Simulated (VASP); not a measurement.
The system is Rh.

```
CELL_PARAMETERS angstrom
2.71265 0.00000 0.00000
-1.35632 2.34922 0.00000
0.00000 0.00000 4.39877
ATOMIC_POSITIONS crystal
Rh 0.33333 0.66667 0.25000
Rh 0.66667 0.33333 0.75000
```

Base run:

```yaml
Program: VASP 6.6.1
Functional: PBEsol
Potentials_or_basis: VASP PAW PBE potentials, release 64 (Rh_pv)
Cutoff: 520 eV
k_mesh: 11 × 11 × 6
Occupations: fermi-dirac, width 0.05 eV
Spin: no spin polarisation
```

Its results: band gap on the k mesh zero (band 15 reaches 12.10 eV, above the bottom of band 16 at 9.80 eV); pressure -8.9 GPa.

Question: After a change of settings the same cell gave: band gap on the k mesh zero (band 15 reaches 12.24 eV, above the bottom of band 16 at 9.96 eV); pressure 1.6 GPa. Which change was it?
A. functional from PBEsol to LDA; potentials or basis from VASP PAW PBE potentials, release 64 (Rh_pv) to VASP PAW LDA potentials, release 64 (Rh_pv)
B. functional from PBEsol to r2SCAN; further incar settings from ALGO = Fast; EDIFF = 1e-06; NBANDS = 22 to ALGO = Normal; EDIFF = 1e-06; NBANDS = 22
C. functional from PBEsol to r2SCAN; further incar settings from ALGO = Fast; EDIFF = 1e-06; NBANDS = 22 to ALGO = Normal; EDIFF = 1e-07; NBANDS = 22
D. functional from PBEsol to PBE; further incar settings from ALGO = Fast; EDIFF = 1e-06; NBANDS = 22 to ALGO = Normal; EDIFF = 1e-07; NBANDS = 22

Answer: D.

Caveats: the PAW data sets were made with another functional, which shifts forces and pressure a little (some runs).
